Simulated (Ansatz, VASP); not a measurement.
**One calculation of Zr, two programs**

```xyz
2
Lattice="3.2328 0.0000 0.0000 -1.6164 2.7997 0.0000 0.0000 0.0000 5.1691" Properties=species:S:1:pos:R:3 pbc="T T T"
Zr    0.0000    1.8665    1.2923
Zr    1.6164    0.9332    3.8768
```

Alike in both runs: task relaxation of cell and atoms; functional PBE; k mesh 15 × 15 × 8; occupations fermi-dirac, width 0.15 eV; no spin polarisation.

|  | VASP | Ansatz |
| --- | --- | --- |
| version | VASP 6.6.1 | Ansatz 0.2.0 |
| potentials or method | VASP PAW PBE potentials, release 64 (Zr_sv), cutoff 600 eV | scalar-relativistic, plane waves, PAW |
| valence electrons in the cell | 24 | 24 |

VASP gave:

- gap on the k mesh at the Fermi level, each at its own relaxed structure (eV): none
- relaxed volume (Å³/atom): 23.44
- relaxed cell length with the largest relative difference (Å): 3.229

Problem. Estimate Ansatz's values.

Solution. gap on the k mesh at the Fermi level, each at its own relaxed structure (eV): none; relaxed volume (Å³/atom): 23.43; relaxed cell length with the largest relative difference (Å): 3.228.

A gap of «none» marks a metal or a gap that the smearing closes.
